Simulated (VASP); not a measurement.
Crystal: RhCl.

```
Rh Cl
1.0
     3.41338    0.00000    0.00000
     0.00000    3.41338    0.00000
     0.00000    0.00000    3.41338
Rh Cl
1 1
Direct
  0.00000 0.00000 0.00000
  0.50000 0.50000 0.50000
```

| Property | Result |
| --- | --- |
| Program | VASP 6.6.1 |
| Task | relaxation of cell and atoms |
| Functional | PBE |
| Potentials or basis | VASP PAW PBE potentials, release 64 (Rh_pv, Cl) |
| Cutoff | 600 eV |
| k mesh | 6 × 6 × 6 |
| Occupations | gaussian, width 0.1 eV |
| Spin | collinear spin, ferromagnetic start |
| Starting moments | [1.9, 0.28] μB |

At the start: pressure -9.4 GPa; volume 19.88 Å³/atom.

How do energy, volume and symmetry change on relaxing?

Over 7 steps the energy falls by 148.2 meV/atom and the volume is 15.46 Å³/atom (-22.2 %); space group Pm-3m (No. 221, to 0.05 Å); moment 0.00 μB per cell.

The path:
| step | energy change (eV) | largest force (eV/Å) | pressure (GPa) | volume (Å³) |
| --- | --- | --- | --- | --- |
| 1 | 0.0000 | 0.0000 | -9.37 | 39.77 |
| 2 | -0.2661 | 0.0000 | -2.78 | 33.45 |
| 3 | -0.2832 | 0.0000 | -2.48 | 32.17 |
| 4 | -0.2802 | 0.0000 | 4.54 | 29.73 |
| 5 | -0.2953 | 0.0000 | -1.07 | 31.25 |
| 6 | -0.2960 | 0.0000 | 0.68 | 30.72 |
| 7 | -0.2964 | 0.0000 | -0.01 | 30.93 |

Final structure:
```
CELL_PARAMETERS angstrom
3.13887 0.00000 0.00000
0.00000 3.13887 0.00000
0.00000 0.00000 3.13887
ATOMIC_POSITIONS crystal
Rh 0.00000 0.00000 0.00000
Cl 0.50000 0.50000 0.50000
```

Caveat: the volume moved by over 15 % at a fixed basis, so the end points are rough.
